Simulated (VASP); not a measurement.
AlN, 4 atoms in the cell. The structure is hexagonal, space group P6_3/mmc (No. 194). The conventional cell has a = 3.426 Å, b = 3.426 Å, c = 4.029 Å, α = 90.00°, β = 90.00°, γ = 120.00°. Al (site symmetry -6m2) has 5 N at 1.98 to 2.01 Å within 2.6 Å. Within 2.6 Å of N (site symmetry -6m2) lie 5 Al at 1.98 to 2.01 Å.  This cell differs from its parent crystal: volume 10.239 Å^3 an atom, c/a of the conventional cell 1.1761.

- Program: VASP 6.6.1
- Task: single point
- Functional: PBEsol
- Potentials or basis: VASP PAW PBE potentials, release 64 (Al, N)
- Cutoff: 520 eV
- k mesh: 9 × 9 × 6
- Occupations: gaussian, width 0.05 eV
- Spin: no spin polarisation
- Dipole correction: no
- Further INCAR settings: ALGO = Normal; EDIFF = 1e-06; NBANDS = 16

Potentials or basis: VASP PAW PBE potentials, release 64 (Al, N).

The run is started by

```bash
$ cat potpaw_PBE.64/Al/POTCAR potpaw_PBE.64/N/POTCAR > POTCAR
$ mpirun -np 1 vasp_std > vasp.out
```

Hardware: 1 thread of Intel(R) Xeon(R) 6975P-C (Granite Rapids), on a shared host.

Problem. Estimate the wall time of this run.

Solution. It took 13 s on 1 thread of Intel(R) Xeon(R) 6975P-C (Granite Rapids), with other jobs on the host, peak memory 0.16 GiB. Counts: scf iterations 13, k points 48.
